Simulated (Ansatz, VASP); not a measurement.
Two plane-wave programs on Na

The input INCAR:

```
PREC = Accurate
ENCUT = 520
EDIFF = 1E-6
ISMEAR = -1
SIGMA = 0.05
LREAL = False
LASPH = True
NELM = 80
ALGO = Normal
ISIF = 2
LWAVE = False
LCHARG = False
GGA = PE
NBANDS = 14
```

KPOINTS

```
regular mesh
0
Gamma
  9 9 9
```

File POSCAR:

```
Na
1.0
    0.0000000000      2.8989647054      2.8989647054
    2.8989647054      0.0000000000      2.8989647054
    2.8989647054      2.8989647054      0.0000000000
Na
2
Direct
   -0.1250000000     -0.1250000000     -0.1250000000
    0.1250000000      0.1250000000      0.1250000000
```

Input for Ansatz:

```yaml
crystal:
  lattice:
    - [0.0, 2.8989647054, 2.8989647054]
    - [2.8989647054, 0.0, 2.8989647054]
    - [2.8989647054, 2.8989647054, 0.0]
  atoms:
    - { symbol: Na, position: [-0.125, -0.125, -0.125] }
    - { symbol: Na, position: [0.125, 0.125, 0.125] }
kpoints:
  mp_grid: { grid: [9, 9, 9] }
  band_path:
    path:
      - [0.0, 0.0, 0.0]
      - [0.5, 0.0, 0.5]
      - [0.625, 0.25, 0.625]
      - [0.375, 0.375, 0.75]
      - [0.0, 0.0, 0.0]
      - [0.5, 0.5, 0.5]
      - [0.5, 0.25, 0.75]
      - [0.5, 0.0, 0.5]
    npoints: 8
scf:
  occupations: { method: fermi_dirac, width: 0.05 }
hamiltonian:
  xc: pbe
  pseudopotentials: { kind: paw }
output:
  forces: true
  stress: true
  eigenvalues: true
  populations: true
  dos: { projected: true, de: 0.2, e_range: [-14, 8] }
```

Change from the starting cell: volume scaled by 0.45, PAW files.

Alike in both runs: task single point; functional PBE; k mesh 9 × 9 × 9; occupations fermi-dirac, width 0.05 eV; no spin polarisation.

|  | VASP | Ansatz |
| --- | --- | --- |
| version | VASP 6.6.1 | Ansatz 0.2.0 |
| potentials or method | VASP PAW PBE potentials, release 64 (Na_pv) | PAW with Ansatz's default frozen-core files, scalar-relativistic |
| plane-wave cutoff (eV) | 520 | 420 |
| valence electrons in the cell | 14 | 18 |

|  | VASP | Ansatz | Ansatz less VASP |
| --- | --- | --- | --- |
| pressure (GPa) | 9.5 | 9.5 | -0.01 |

With one functional, cell and mesh, what is left measures potentials, basis and numerics. VASP's potentials hold 14 valence electrons a cell and Ansatz's 18, so a difference there can come from the potentials and not from the codes.
